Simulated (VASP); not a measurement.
**SiC (zincblende type): single point with PBE**

The system is SiC (zincblende type).

```xyz
2
Lattice="0.0000 2.0985 2.0985 2.0985 0.0000 2.0985 2.0985 2.0985 0.0000" Properties=species:S:1:pos:R:3 pbc="T T T"
Si    0.0000    0.0000    0.0000
C     1.0493    1.0493    1.0493
```

This cell differs from its parent crystal: volume scaled by 0.88.

| Item | Value |
| --- | --- |
| Program | VASP 6.6.1 |
| Task | single point |
| Functional | PBE |
| Potentials or basis | VASP PAW PBE potentials, release 64 (Si, C) |
| Cutoff | 520 eV |
| k mesh | 15 × 15 × 15 |
| Occupations | fermi-dirac, width 0.05 eV |
| Spin | no spin polarisation |

* Pressure: 34.7 GPa
* Band gap on the k mesh: 1.30 eV, indirect (least direct gap 4.68 eV)

Levels at points of the mesh, in eV from the valence-band top:
```tsv
k point	band 1	band 2	band 3	band 4	band 5	band 6	band 7	band 8
(0.00, 0.00, 0.00)	-16.32	0.00	0.00	0.00	7.57	8.14	8.14	8.14
```

It took 11 s on 1 thread of Intel(R) Xeon(R) Platinum 8488C (Sapphire Rapids), on a shared host, peak memory 0.15 GiB.

 A k mesh can miss the band edges.
